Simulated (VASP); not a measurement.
# AlN in VASP: further runs

AlN is run at these levels: PBEsol; tasks: single point.

Program: VASP 6.6.1. These are calculated values, not measurements. Logs are shortened: lines on timing, memory, paths and dates and some standing lists are left out, and cuts for length are marked.

## 1. The cell of the first run

Symmetry: P6_3mc, No. 186, hexagonal system. Conventional cell: a = 3.168 Å, b = 3.168 Å, c = 4.920 Å, α = 90.00°, β = 90.00°, γ = 120.00°. Within 2.4 Å of Al (site symmetry 3m) lie 4 N at 1.78 to 1.95 Å. N (site symmetry 3m) has 4 Al at 1.78 to 1.95 Å within 2.4 Å.

## 2. Single point, PBEsol (strained)

File INCAR:

```
SYSTEM = AlN
PREC     = Accurate       ! precision mode
ENCUT    = 520            ! plane-wave cutoff, eV
EDIFF    = 1E-6           ! SCF threshold, eV
ISMEAR   = 0              ! smearing method
SIGMA    = 0.02           ! smearing width, eV
LREAL    = .False.        ! projectors in reciprocal space
LASPH    = .True.         ! aspherical terms in the spheres
NELM     = 80             ! most SCF steps
ALGO     = Normal         ! electronic algorithm
ISIF     = 2              ! what is computed and relaxed
LWAVE    = .False.        ! write WAVECAR
LCHARG   = .False.        ! write CHGCAR
GGA      = PS             ! functional
NBANDS   = 16             ! bands
```

File KPOINTS:

```
regular mesh
0
Gamma
  9 9 6
  0 0 0
```

File POSCAR:

```
AlN
1.0
    3.1682445912      0.0000000000      0.0000000000
   -1.5841222956      2.7437803014      0.0000000000
    0.0000000000      0.0000000000      4.9202552000
Al N
2 2
Direct
    0.3333333333      0.6666666667      0.0120530333
    0.6666666667      0.3333333333      0.5120530333
    0.3333333333      0.6666666667      0.3729469667
    0.6666666667      0.3333333333      0.8729469667
```

Potentials or basis: VASP PAW PBE potentials, release 64 (Al, N).

Started as:

```
$ cat potpaw_PBE.64/Al/POTCAR potpaw_PBE.64/N/POTCAR > POTCAR
$ mpirun -np 1 vasp_std > vasp.out
```

OUTCAR:

```text
SYSTEM = AlN
   PREC = Accurate
   ENCUT = 520
   EDIFF = 1E-6
   ISMEAR = 0
   LREAL = .False.
   LASPH = .True.
   NELM = 80
   ISIF = 2
   GGA = PS

 ion  position               nearest neighbor table
   1  0.333  0.667  0.012-   3 1.78   4 1.95   4 1.95   4 1.95   2 3.07   2 3.07   2 3.07   2 3.07
                             2 3.07   2 3.07
   2  0.667  0.333  0.512-   4 1.78   3 1.95   3 1.95   3 1.95   1 3.07   1 3.07   1 3.07   1 3.07
                             1 3.07   1 3.07
   3  0.333  0.667  0.373-   1 1.78   2 1.95   2 1.95   2 1.95
   4  0.667  0.333  0.873-   2 1.78   1 1.95   1 1.95   1 1.95

  LATTYP: Found a hexagonal cell.
 ALAT       =     3.1682445912
 C/A-ratio  =     1.5529909571

  Lattice vectors:

 A1 = (   3.1682445912,   0.0000000000,   0.0000000000)
 A2 = (  -1.5841222956,   2.7437803014,   0.0000000000)
 A3 = (   0.0000000000,   0.0000000000,   4.9202552000)

Analysis of symmetry for initial positions (statically):
=====================================================================
 Subroutine PRICEL returns:
 Original cell was already a primitive cell.

 Routine SETGRP: Setting up the symmetry group for a
 hexagonal supercell.

 Subroutine GETGRP returns: Found 12 space group operations
 (whereof  6 operations were pure point group operations)
 out of a pool of 24 trial point group operations.

The static configuration has the point symmetry C_3v.
 The point group associated with its full space group is C_6v.

Analysis of symmetry for dynamics (positions and initial velocities):
=====================================================================
 Subroutine PRICEL returns:
 Original cell was already a primitive cell.

 Routine SETGRP: Setting up the symmetry group for a
 hexagonal supercell.

 Subroutine GETGRP returns: Found 12 space group operations
 (whereof  6 operations were pure point group operations)
 out of a pool of 24 trial point group operations.

The dynamic configuration has the point symmetry C_3v.
 The point group associated with its full space group is C_6v.

 Subroutine INISYM returns: Found 12 space group operations
 (whereof  6 operations are pure point group operations),
 and found     1 'primitive' translations

----------------------------------------------------------------------------------------

                                     Primitive cell

  volume of cell :      42.7716

  direct lattice vectors                    reciprocal lattice vectors
     3.168244591  0.000000000  0.000000000     0.315632197  0.182230334  0.000000000
    -1.584122296  2.743780301  0.000000000     0.000000000  0.364460667  0.000000000
     0.000000000  0.000000000  4.920255200     0.000000000  0.000000000  0.203241490

  length of vectors
     3.168244591  3.168244591  4.920255200     0.364460667  0.364460667  0.203241490

  position of ions in fractional coordinates (direct lattice)
     0.333333333  0.666666667  0.012053033
     0.666666667  0.333333333  0.512053033
     0.333333333  0.666666667  0.372946967
     0.666666667  0.333333333  0.872946967

  ion indices of the primitive-cell ions
   primitive index   ion index
                 1           1
                 2           2
                 3           3
                 4           4

----------------------------------------------------------------------------------------

 KPOINTS: regular mesh

Automatic generation of k-mesh.
 Grid dimensions read from file:
 generate k-points for:    9    9    6

 Generating k-lattice:

  Cartesian coordinates                     Fractional coordinates (reciprocal lattice)
     0.035070244  0.020247815  0.000000000     0.111111111  0.000000000  0.000000000
     0.000000000  0.040495630  0.000000000     0.000000000  0.111111111  0.000000000
     0.000000000  0.000000000  0.033873582     0.000000000  0.000000000  0.166666667

  Length of vectors
     0.040495630  0.040495630  0.033873582

  Shift w.r.t. Gamma in fractional coordinates (k-lattice)
     0.000000000  0.000000000  0.000000000

 Subroutine IBZKPT returns following result:
 ===========================================

 Found     48 irreducible k-points:

 Following reciprocal coordinates:
            Coordinates               Weight
  0.000000  0.000000  0.000000      1.000000
  0.111111  0.000000  0.000000      6.000000
  0.222222  0.000000  0.000000      6.000000
  0.333333  0.000000  0.000000      6.000000
  0.444444  0.000000  0.000000      6.000000
  0.111111  0.111111  0.000000      6.000000
[... 16 lines left out ...]
  0.333333  0.222222  0.166667     24.000000
  0.333333  0.333333  0.166667      4.000000
 [... further k-points ...]
   k-points           NKPTS =     48   k-points in BZ     NKDIM =     48   number of bands    NBANDS=     16
   number of dos      NEDOS =    301   number of ions     NIONS =      4
   total plane-waves  NPLWV =  23040
   dimension x,y,z NGX =    24 NGY =   24 NGZ =   40
   dimension x,y,z NGXF=    48 NGYF=   48 NGZF=   80
   ions per type =               2   2
   NGX,Y,Z   is equivalent  to a cutoff of  12.59, 12.59, 13.52 a.u.
   NGXF,Y,Z  is equivalent  to a cutoff of  25.19, 25.19, 27.03 a.u.
 SYSTEM =  AlN
   PREC   = accura    normal or accurate (medium, high low for compatibility)
   ISTART =      0    job   : 0-new  1-cont  2-samecut
   ICHARG =      2    charge: 1-file 2-atom 10-const
   ISPIN  =      1    spin polarized calculation?
   LNONCOLLINEAR =      F non collinear calculations
   LSORBIT =      F    spin-orbit coupling
   LASPH  =      T    aspherical Exc in radial PAW
   ENCUT  =  520.0 eV  38.22 Ry    6.18 a.u.   5.89  5.89  9.15*2*pi/ulx,y,z
   NELM   =     80;   NELMIN=  2; NELMDL= -5     # of ELM steps
   EDIFF  = 0.1E-05   stopping-criterion for ELM
   LREAL  =      F    real-space projection
   EDIFFG = 0.1E-04   stopping-criterion for IOM
   NSW    =      0    number of steps for IOM
   IBRION =     -1    ionic relax: 0-MD 1-quasi-New 2-CG
   NFREE  =      0    steps in history (QN), initial steepest desc. (CG)
   ISIF   =      2    stress and relaxation
   ISYM   =      2    0-nonsym 1-usesym 2-fastsym
   POTIM  = 0.5000    time-step for ionic-motion
   TEBEG  =    0.0;   TEEND  =   0.0 temperature during run
   PSTRESS=    0.0 pullay stress
   NELECT =      16.0000    total number of electrons
   NUPDOWN=      -1.0000    fix difference up-down
   EMIN   =  10.00;   EMAX   =-10.00  energy-range for DOS
   EFERMI =   0.00;   METHOD = LEGACY
   ISMEAR =     0;   SIGMA  =   0.02  broadening in eV -4-tet -1-fermi 0-gaus
   EFERMI_NEDOS =   21; number of points for ismear=-14 and -15
   IALGO  =     38    algorithm
   IMIX   =      4    mixing-type and parameters
     AMIX     =   0.40;   BMIX     =  1.00
     AMIX_MAG =   1.60;   BMIX_MAG =  1.00
  volume/ion in A,a.u.               =      10.69        72.16
  Fermi-wavevector in a.u.,A,eV,Ry     =   1.179586  2.229094 18.931460  1.391423
  Thomas-Fermi vector in A             =   2.315894
   LORBIT       =      0    0 simple, 1 ext, 2 COOP (PROOUT), +10 PAW based schemes
   GGA     = PS    functional components
   LHFCALC =     F    Hartree Fock is set to
   AEXX    =    0.0000 exact exchange contribution
   IVDW    =     0    specifies the selected vdW correction
   LEPSILON=     F    determine dielectric tensor
   LRPA    =     F    only Hartree local field effects (RPA)
 non-spin polarized calculation
 Gauss-broadening in eV      SIGMA  =   0.02
  energy-cutoff  :      520.00
  volume of cell :       42.77
 maximum number of plane-waves:      1164
 NGX is ok and might be reduce to    24
   NGX = 11   NGY = 11   NGZ = 19

 number of electron      16.0000002 magnetization

 Free energy of the ion-electron system (eV)
  ---------------------------------------------------
  ext. energy  EPLUGINS =         0.00000000
  ---------------------------------------------------
  free energy    TOTEN  =       -31.01418510 eV

  energy without entropy =      -31.01418510  energy(sigma->0) =      -31.01418510

 E-fermi :   5.8512     XC(G=0): -10.9961

 val. band max:        5.6993437712   @ k =   0.0000   0.0000   0.0000
 cond. band min:       9.7272745952   @ k =   0.0000   0.0000   0.0000
 fundamental gap:      4.0279308240
 Fermi energy:         5.8511809473

 k-point     1 :       0.0000    0.0000    0.0000
  band No.  band energies     occupation
      1      -9.2080      2.00000
      2      -6.9698      2.00000
      3      -0.1212      2.00000
      4       4.9698      2.00000
      5       4.9698      2.00000
      6       5.5782      2.00000
[... 8 lines left out ...]
     15      18.6940      0.00000
     16      19.3657      0.00000

 k-point     2 :       0.1111    0.0000    0.0000
  band No.  band energies     occupation
      1      -9.0588      2.00000
      2      -6.8953      2.00000
      3       0.0568      2.00000
      4       4.2619      2.00000
      5       4.7665      2.00000
      6       4.9678      2.00000
[... 8 lines left out ...]
     15      18.5287      0.00000
     16      18.5824      0.00000

 k-point     3 :       0.2222    0.0000    0.0000
  band No.  band energies     occupation
      1      -8.6355      2.00000
      2      -6.7137      2.00000
      3       0.5728      2.00000
      4       2.7807      2.00000
      5       3.7616      2.00000
      6       4.3522      2.00000
[... 8 lines left out ...]
     15      17.7716      0.00000
     16      18.3140      0.00000

 k-point     4 :       0.3333    0.0000    0.0000
  band No.  band energies     occupation
      1      -8.0252      2.00000
      2      -6.5560      2.00000
      3       1.3568      2.00000
      4       1.4009      2.00000
      5       2.6470      2.00000
      6       3.9700      2.00000
[... 8 lines left out ...]
     15      17.7781      0.00000
     16      19.7524      0.00000

 k-point     5 :       0.4444    0.0000    0.0000
  band No.  band energies     occupation
      1      -7.4455      2.00000
      2      -6.5789      2.00000
      3       0.5925      2.00000
      4       1.9527      2.00000
      5       2.2064      2.00000
      6       3.7513      2.00000
[... 8 lines left out ...]
     15      18.4493      0.00000
     16      20.7566      0.00000

 k-point     6 :       0.1111    0.1111    0.0000
  band No.  band energies     occupation
      1      -8.7721      2.00000
      2      -6.7665      2.00000
      3       0.4042      2.00000
      4       3.4514      2.00000
      5       3.6613      2.00000
      6       4.7253      2.00000
[... 8 lines left out ...]
     15      17.8222      0.00000
     16      18.5902      0.00000
[... 267 lines left out ...]
 k-point    21 :       0.4444    0.1111    0.1667
  band No.  band energies     occupation
      1      -7.2097      2.00000
      2      -6.6431      2.00000
      3       0.4394      2.00000
      4       1.5102      2.00000
      5       2.7254      2.00000
      6       3.5143      2.00000
[... 8 lines left out ...]
     15      18.4364      0.00000
     16      20.4317      0.00000

 k-point    22 :       0.2222    0.2222    0.1667
  band No.  band energies     occupation
      1      -7.6297      2.00000
      2      -6.5971      2.00000
      3       1.2191      2.00000
      4       1.5289      2.00000
      5       2.7861      2.00000
      6       3.1605      2.00000
[... 8 lines left out ...]
     15      17.9172      0.00000
     16      20.4341      0.00000

 k-point    23 :       0.3333    0.2222    0.1667
  band No.  band energies     occupation
      1      -7.1304      2.00000
      2      -6.6222      2.00000
      3       0.8904      2.00000
      4       1.5586      2.00000
      5       2.3211      2.00000
      6       3.3192      2.00000
[... 8 lines left out ...]
     15      18.4747      0.00000
     16      20.2560      0.00000

 k-point    24 :       0.3333    0.3333    0.1667
  band No.  band energies     occupation
      1      -6.7916      2.00000
      2      -6.7916      2.00000
      3       1.1929      2.00000
      4       1.6604      2.00000
      5       1.6604      2.00000
      6       3.3782      2.00000
[... 8 lines left out ...]
     15      18.8582      0.00000
     16      20.2997      0.00000

 [... further k-points ...]

------------------------ aborting loop because EDIFF is reached ----------------------------------------

  FORCE on cell =-STRESS in cart. coord.  units (eV):
  Direction    XX          YY          ZZ          XY          YZ          ZX
  --------------------------------------------------------------------------------------
  -------------------------------------------------------------------------------------
  Total       -3.0796899     -3.0796899      5.2709316      0.0000000      0.0000000      0.0000000
  in kB     -115.3617687   -115.3617687    197.4432522      0.0000000      0.0000000      0.0000000
  external PRESSURE =     -11.0934284 kB  Pullay stress =       0.0000000 kB

 VOLUME and BASIS-vectors are now :
 -----------------------------------------------------------------------------
  energy-cutoff  :      520.00
  volume of cell :       42.77
      direct lattice vectors                 reciprocal lattice vectors
     3.168244591  0.000000000  0.000000000     0.315632197  0.182230334  0.000000000
    -1.584122296  2.743780301  0.000000000     0.000000000  0.364460667  0.000000000
     0.000000000  0.000000000  4.920255200     0.000000000  0.000000000  0.203241490

 POSITION                                       TOTAL-FORCE (eV/Angst)
 -----------------------------------------------------------------------------------
     -0.00000      1.82919      0.05930        -0.000000      0.000000     -2.259288
      1.58412      0.91459      2.51943         0.000000     -0.000000     -2.259288
     -0.00000      1.82919      1.83499         0.000000     -0.000000      2.259288
      1.58412      0.91459      4.29512        -0.000000      0.000000      2.259288
 -----------------------------------------------------------------------------------
    total drift:                                0.000000      0.000000     -0.000708

  FREE ENERGIE OF THE ION-ELECTRON SYSTEM (eV)
  ---------------------------------------------------
  free  energy   TOTEN  =       -31.0141850993 eV

  energy  without entropy=      -31.0141850993  energy(sigma->0) =      -31.01418510
```

Run time: 30 s. Hardware: 1 thread of Intel Xeon 8259CL, shared host; peak memory 0.16 GiB.

Results:

| Quantity | Value |
| --- | --- |
| Free energy | -31.0142 eV |
| Pressure | -1.1 GPa |
| Largest force | 2.259 eV/Å |
| Band gap on the k mesh | 4.03 eV |

Forces in eV/Å, atoms in the order of the input:
```
Al   0.000  0.000 -2.259
Al   0.000  0.000 -2.259
N    0.000  0.000  2.259
N    0.000  0.000  2.259
```

Stress tensor (GPa, compression positive):
```
-11.54   0.00   0.00
  0.00 -11.54   0.00
  0.00   0.00  19.74
```

Levels at points of the mesh, in eV from the valence-band top:
| k point | band 4 | band 5 | band 6 | band 7 | band 8 | band 9 | band 10 | band 11 | band 12 | band 13 |
| --- | --- | --- | --- | --- | --- | --- | --- | --- | --- | --- |
| (0.00, 0.00, 0.00) | -0.73 | -0.73 | -0.12 | 0.00 | 0.00 | 4.03 | 6.15 | 10.32 | 10.78 | 10.78 |
| (0.00, 0.00, 0.50) | -3.23 | -0.38 | -0.38 | -0.38 | -0.38 | 6.05 | 6.05 | 10.28 | 10.28 | 11.08 |

Caveat: the cell differs from its parent crystal (strained); the PAW data sets were made with another functional, which shifts forces and pressure a little; an odd mesh through Γ misses points on the zone boundary, where band edges can lie.

## 3. Single point, PBEsol (atoms moved at random and the cell strained at random)

File INCAR:

```
ALGO = Normal
EDIFF = 1E-7
ENCUT = 520
GGA = PS
ISIF = 2
ISMEAR = 0
LASPH = True
LCHARG = False
LREAL = False
LWAVE = False
NBANDS = 16
NELM = 100
PREC = Accurate
SIGMA = 0.02
```

File KPOINTS:

```
k-points
0
Gamma
  9 9 6
```

File POSCAR:

```
AlN
1.0
    3.1518807199      0.0197237536     -0.0278745793
   -1.5588590882      2.7034469446      0.0408793586
   -0.0446028800      0.0497800000      5.0099587600
Al N
2 2
Direct
    0.3413284358      0.6791081760     -0.0010124548
    0.6667118575      0.3254905800      0.5020329450
    0.3246019163      0.6660022782      0.3803736440
    0.6673527201      0.3293952541      0.8886058658
```

Potentials or basis: VASP PAW PBE potentials, release 64 (Al, N).

Started as:

```
$ cat potpaw_PBE.64/Al/POTCAR potpaw_PBE.64/N/POTCAR > POTCAR
$ mpirun -np 1 vasp_std > vasp.out
```

It took 2.6 min on 1 thread of Intel Xeon 8259CL, shared host; peak memory 0.26 GiB.

The run converged. Its results:

```yaml
Free_energy: -31.2416 eV
Pressure: -4.3 GPa
Largest_force: 1.052 eV/Å
Band_gap_on_the_k_mesh: 3.82 eV
```

Forces in eV/Å, atoms in the order of the input:
```
Al  -0.044 -0.930  0.350
Al  -0.291  0.236 -0.134
N    0.327 -0.144  0.420
N    0.007  0.838 -0.636
```

Stress tensor (GPa, compression positive):
```
-7.76 -0.65  1.44
-0.65 -1.06 -3.11
 1.44 -3.11 -4.10
```

Levels at points of the mesh, in eV from the valence-band top:
```tsv
k point	band 5	band 6	band 7	band 8	band 9	band 10	band 11	band 12
(0.00, 0.00, 0.00)	-0.87	-0.35	-0.25	0.00	3.82	6.23	10.23	10.58
(0.00, 0.00, 0.50)	-0.86	-0.63	-0.62	-0.47	6.01	6.14	9.72	10.16
```

Caveat: the cell differs from its parent crystal (atoms moved at random and the cell strained at random); the cell stands under tension; the PAW data sets were made with another functional, which shifts forces and pressure a little.
